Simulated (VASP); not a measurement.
Write the native input for VASP 6.6.1 that does the following.

- Task: single point
- Functional: PBE
- Potentials or basis: VASP PAW PBE potentials, release 64 (Si, O)
- Cutoff: 520 eV
- k mesh: 1 × 1 × 1, shifted
- Occupations: fermi-dirac, width 0.05 eV
- Spin: no spin polarisation
- Dipole correction: no
- Further INCAR settings: LREAL = Auto; ALGO = Normal; EDIFF = 1e-06; NBANDS = 72; ISYM = 0

The structure of SiO2 lies in POSCAR:

```
SiO2
1.0
    6.6428910000     -0.3072380000     -0.0953950000
   -0.3072380000      7.1979710000     -0.1658230000
   -0.0953950000     -0.1658230000      6.9363230000
Si O
7 14
Direct
    0.6522759524      0.2902889807      0.2702683330
    0.2980812248      0.4451003851      0.0145744856
    0.7828122915      0.7120768545      0.3561681166
    0.0833069066      0.1619666091      0.6890654964
    0.6396196336      0.0514112041      0.6229889633
    0.0754139317      0.1491135118      0.2364190021
    0.3048727879      0.9029794961      0.9181097980
    0.1091919200      0.9439594779      0.7718412992
    0.2218199611      0.3251410812      0.8083351056
    0.9223459969      0.8159069093      0.2139662942
    0.3176963326      0.6752004605     -0.0336928647
    0.2523459299      1.0212818449      0.1321339216
    0.5429896558      0.1756938472      0.4431602420
    0.8399925314      0.1841069221      0.7007933814
    0.1387093265      0.1557790322      0.4659436884
    0.5098958253      0.3682642738      0.0908811771
    0.1321871437      0.3725479208      0.1637602526
    0.6721070112      0.8374770716      0.5310533562
    0.8308187335      0.1611055395      0.1911792396
    0.5122829200      0.0030372143      0.8236432861
    0.7366121689      0.4917490232      0.3705997279
```

The input as run:

INCAR

```
PREC = Accurate
ENCUT = 520
EDIFF = 1E-6
ISMEAR = -1
SIGMA = 0.05
LREAL = Auto
LASPH = True
NELM = 100
ALGO = Normal
ISIF = 2
LWAVE = False
LCHARG = True
GGA = PE
LELF = True
LVHAR = True
ISYM = 0
NBANDS = 72
```

KPOINTS

```
Automatic mesh
0
Gamma
  1 1 1
  0.25 0.25 0.25
```

Potentials or basis: VASP PAW PBE potentials, release 64 (Si, O).

Command:

```bash
$ cat potpaw_PBE.64/Si/POTCAR potpaw_PBE.64/O/POTCAR > POTCAR
$ mpirun -np 1 vasp_std > vasp.out
```

Results of the run:

```json
{"Pressure": "-6.8 GPa", "Largest force": "2.125 eV/Å", "Band gap on the k mesh": "4.29 eV"}
```

Caveat: the k points lie up to 0.95 Å⁻¹ apart.

Run time: 42 s on 1 thread of Intel(R) Xeon(R) Platinum 8559C (Emerald Rapids) (shared host), peak memory 0.34 GiB.
